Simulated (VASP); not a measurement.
Here is a VASP 6.6.1 calculation.

The input INCAR:

```
SYSTEM = ZrB2
PREC = Accurate ; ENCUT = 520
EDIFF = 1E-7 ; ISMEAR = 0
SIGMA = 0.1 ; LREAL = .FALSE.
LASPH = .TRUE. ; NELM = 80
ALGO = Normal ; ISIF = 2
LWAVE = .FALSE. ; LCHARG = .TRUE.
GGA = PE ; LELF = .TRUE.
LVHAR = .TRUE. ; NBANDS = 16
```

The input KPOINTS:

```
regular mesh
0
G
  12 12 10
  0 0 0
```

The input POSCAR:

```
ZrB2
1.0
    3.1707138939      0.0000000000      0.0000000000
   -1.5853569469      2.7459187802      0.0000000000
    0.0000000000      0.0000000000      3.5431266551
Zr B
1 2
Direct
    0.0000000000      0.0000000000      0.5000000000
    0.3333333333      0.6666666667      0.0000000000
    0.6666666667      0.3333333333      0.0000000000
```

Potentials or basis: VASP PAW PBE potentials, release 64 (Zr_sv, B).

Run with:

```sh
$ cat potpaw_PBE.64/Zr_sv/POTCAR potpaw_PBE.64/B/POTCAR > POTCAR
$ mpirun -np 1 vasp_std > vasp.out
```

What does it give for the band gap on the k mesh?

Zero (bands 9 and 10 overlap by 1.10 eV).

Estimate the pressure.

0.1 GPa.
